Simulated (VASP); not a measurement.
Here is a VASP 6.6.1 calculation.

The input INCAR:

```
PREC = Accurate
ENCUT = 520
EDIFF = 1E-8
ISMEAR = -1
SIGMA = 0.03
LREAL = F
LASPH = T
NELM = 80
ALGO = Normal
ISIF = 2
LWAVE = F
LCHARG = F
GGA = PE
LEFG = T
NBANDS = 14
```

KPOINTS

```
regular mesh
0
Gamma
  10 10 10
```

Contents of POSCAR:

```
HfN
1.0
    0.0000000000      2.2590000000      2.2590000000
    2.2590000000      0.0000000000      2.2590000000
    2.2590000000      2.2590000000      0.0000000000
Hf N
1 1
Direct
    0.0000000000      0.0000000000      0.0000000000
    0.5000000000      0.5000000000      0.5000000000
```

Potentials or basis: VASP PAW PBE potentials, release 64 (Hf_pv, N).

Command:

```sh
$ cat potpaw_PBE.64/Hf_pv/POTCAR potpaw_PBE.64/N/POTCAR > POTCAR
$ mpirun -np 1 vasp_std > vasp.out
```

Predict the pressure.

3.1 GPa.

Caveat: without QUAD_EFG the Cq values of the log hold for a quadrupole moment of 1 mb, not for the nuclei.
